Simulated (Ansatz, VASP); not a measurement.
## One calculation of CdS, two programs

```xyz
4
Lattice="3.9531 0.0000 0.0000 -1.9765 3.4235 0.0000 0.0000 0.0000 6.6047" Properties=species:S:1:pos:R:3 pbc="T T T"
Cd    0.0000    0.0000    0.0000
Cd    0.0000    0.0000    3.3024
S     0.0000    2.2823    1.6512
S     1.9765    1.1412    4.9535
```

Alike in both runs: task single point; functional PBE; k mesh 6 × 6 × 4; no spin polarisation.

|  | VASP | Ansatz |
| --- | --- | --- |
| version | VASP 6.6.1 | Ansatz 0.2.0 |
| potentials or method | VASP PAW PBE potentials, release 64 (Cd, S) | plane waves, PAW |
| plane-wave cutoff (eV) | 520 | 420 |
| occupations | gaussian, width 0.01 eV | fixed |
| valence electrons in the cell | 36 | 52 |

|  | VASP | Ansatz | Ansatz less VASP |
| --- | --- | --- | --- |
| gap on the k mesh at the Fermi level (eV) | 0.30 | 0.30 | +0.008 |
| pressure (GPa) | -3.3 | -3.6 | -0.28 |
| traceless stress, the component that is largest in VASP (GPa) | -0.28 | -0.29 | -0.008 |

VASP's potentials hold 36 valence electrons a cell and Ansatz's 52, so a difference there can come from the potentials and not from the codes.
